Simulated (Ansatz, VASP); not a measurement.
Al: VASP beside Ansatz

The input POSCAR:

```
Al
1.0
   -1.5912186900      1.5912186900      1.5912186900
    1.5912186900     -1.5912186900      1.5912186900
    1.5912186900      1.5912186900     -1.5912186900
Al
1
Direct
    0.0000000000      0.0000000000      0.0000000000
```

The input INCAR.step1:

```
SYSTEM = Al
ALGO = Normal ; EDIFF = 1E-5
ENCUT = 600 ; GGA = PE
ISMEAR = -1 ; LASPH = .True.
LCHARG = .False. ; LREAL = .False.
LWAVE = .True. ; NBANDS = 8
NELM = 80 ; PREC = Accurate
SIGMA = 0.025
```

The input INCAR.step2:

```
SYSTEM = Al
AEXX = 0.25 ; ALGO = Normal
EDIFF = 1E-6 ; EDIFFG = -0.01
ENCUT = 600 ; GGA = PE
HFSCREEN = 0.3 ; IBRION = 2
ISIF = 3 ; ISMEAR = -1
ISTART = 1 ; LASPH = .True.
LCHARG = .False. ; LHFCALC = .True.
LREAL = .False. ; LWAVE = .False.
NELM = 80 ; NSW = 60
PREC = Accurate ; PRECFOCK = Normal
SIGMA = 0.025
```

KPOINTS

```
k-points
0
Gamma
  8 8 8
  0 0 0
```

File input.yaml:

```yaml
crystal:
  lattice:
    - [-1.59121869, 1.59121869, 1.59121869]
    - [1.59121869, -1.59121869, 1.59121869]
    - [1.59121869, 1.59121869, -1.59121869]
  atoms:
    - { symbol: Al, position: [0.0, 0.0, 0.0] }
hamiltonian:
  xc: { exchange: pbe, correlation: pbe, exx: { coeff: 0.25, omega: 0.3 } }
  pseudopotentials:
    kind: nc
    accuracy: standard
    azcp: { Al: Al_ONCV_PBE-1.2.nc.azcp }
kpoints:
  mp_grid: { grid: [8, 8, 8] }
scf:
  occupations: { method: fermi_dirac, width: 0.025 }
output:
  forces: true
  stress: true
relax:
  f_tol: 0.01
  max_steps: 40
  cell: { stress_tol: 0.05 }
```

Alike in both runs: task relaxation of cell and atoms; functional PBE-based screened hybrid with a share of 0.25 of exact exchange and HFSCREEN = 0.3; k mesh 8 × 8 × 8; occupations fermi-dirac, width 0.025 eV; no spin polarisation.

|  | VASP | Ansatz |
| --- | --- | --- |
| version | VASP 6.6.1 | Ansatz 0.2.0 |
| potentials or method | VASP PAW PBE potentials, release 64 (Al) | SG15 NC |
| plane-wave cutoff (eV) | 600 | 816 |
| valence electrons in the cell | 3 | 11 |

Ansatz gave:

| Property | Result |
| --- | --- |
| gap on the k mesh at the Fermi level, each at its own relaxed structure (eV) | none |
| relaxed volume (Å³/atom) | 17.12 |
| relaxed length of the cell vector where the two differ most in proportion (Å) | 2.812 |

Problem. Estimate VASP's values.

Solution. gap on the k mesh at the Fermi level, each at its own relaxed structure (eV): none; relaxed volume (Å³/atom): 16.96; relaxed length of the cell vector where the two differ most in proportion (Å): 2.803.

VASP's potentials were made for PBE, not for PBE-based screened hybrid. A gap of «none» marks a metal or a gap that the smearing closes. VASP's potentials hold 3 valence electrons a cell and Ansatz's 11, so a difference there can come from the potentials and not from the codes.

Noted on Ansatz's run: Pulay correction over one GPa; the plane-wave basis is chosen anew once the cell has moved, so the energies of steps on either side of that aren't comparable.
